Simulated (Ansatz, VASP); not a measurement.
**One calculation of AlN, two programs**

```
Al N
1.0
     3.13024    0.00000    0.08217
    -1.56512    2.71087   -0.04108
     0.13172    0.00000    5.01798
Al N
2 2
Direct
  0.33333 0.66667 0.00173
  0.66667 0.33333 0.50173
  0.33333 0.66667 0.38327
  0.66667 0.33333 0.88327
```

Change from the starting cell: strain +0.0525 x Voigt [0, 0, 0, 0, 1, 0], atoms carried along.

Alike in both runs: task single point; functional PBE; k mesh 12 × 12 × 6; occupations gaussian, width 0.05 eV; no spin polarisation.

|  | VASP | Ansatz |
| --- | --- | --- |
| version | VASP 6.6.1 | Ansatz 0.2.0 |
| potentials or method | VASP PAW PBE potentials, release 64 (Al, N), cutoff 520 eV | scalar-relativistic, plane waves, PAW |
| valence electrons in the cell | 16 | 16 |

Ansatz gave:

| Property | Result |
| --- | --- |
| gap on the k mesh at the Fermi level (eV) | 3.93 |
| least direct gap on the mesh (eV) | 3.93 |
| pressure (GPa) | 0.2 |
| traceless stress, the component that is largest in VASP (GPa) | -6.50 |
| rms of the force components (eV/Å) | 0.149 |

Question: Estimate VASP's values.

Answer: gap on the k mesh at the Fermi level (eV): 3.94; least direct gap on the mesh (eV): 3.94; pressure (GPa): -0.1; traceless stress, the component that is largest in VASP (GPa): -6.54; rms of the force components (eV/Å): 0.150.

Atom by atom the forces differ by 0.001 eV/Å (rms over components).
